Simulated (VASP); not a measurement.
Input of a VASP 6.6.1 run:

The input INCAR:

```
ALGO = Normal ; EDIFF = 1E-6
ENCUT = 520 ; GGA = PS
ISIF = 2 ; ISMEAR = 0
LASPH = T ; LCHARG = F
LREAL = F ; LWAVE = F
NBANDS = 16 ; NELM = 80
PREC = Accurate ; SIGMA = 0.01
```

Contents of KPOINTS:

```
k-points
0
Gamma
  8 8 8
```

POSCAR

```
GaP
1.0
    0.0000000000      2.7252500000      2.7252500000
    2.7252500000      0.0000000000      2.7252500000
    2.7252500000      2.7252500000      0.0000000000
Ga P
1 1
Direct
    0.0000000000      0.0000000000      0.0000000000
    0.2500000000      0.2500000000      0.2500000000
```

Potentials or basis: VASP PAW PBE potentials, release 64 (Ga_d, P).

Run with:

```bash
$ cat potpaw_PBE.64/Ga_d/POTCAR potpaw_PBE.64/P/POTCAR > POTCAR
$ mpirun -np 1 vasp_std > vasp.out
```

Problem. Estimate the pressure.

Solution. -0.6 GPa.

Problem. Predict the band gap on the k mesh.

Solution. 1.52 eV, indirect (least direct gap 1.75 eV).

Caveat: the PAW data sets were made with another functional, which shifts forces and pressure a little.

**Measured values to compare with.**

From “Stacking defects in GaP nanowires: Electronic structure and optical properties”, 2018, arxiv:1810.01194, for a bulk crystal of GaP at 10 K: band gap 2.34 eV (indirect).

A measured gap of GaP is 2.34 eV (indirect; 10 K; quoted in “Stacking defects in GaP nanowires: Electronic structure and optical properties”, 2018, arxiv:1810.01194); the calculated 1.52 eV misses it by -0.82 eV. Spin-orbit coupling on Ga is left out. The value is that of PBEsol on a finite k mesh, which can miss the band edges, without temperature or zero-point motion. Semilocal functionals fall short of measured gaps as a rule.
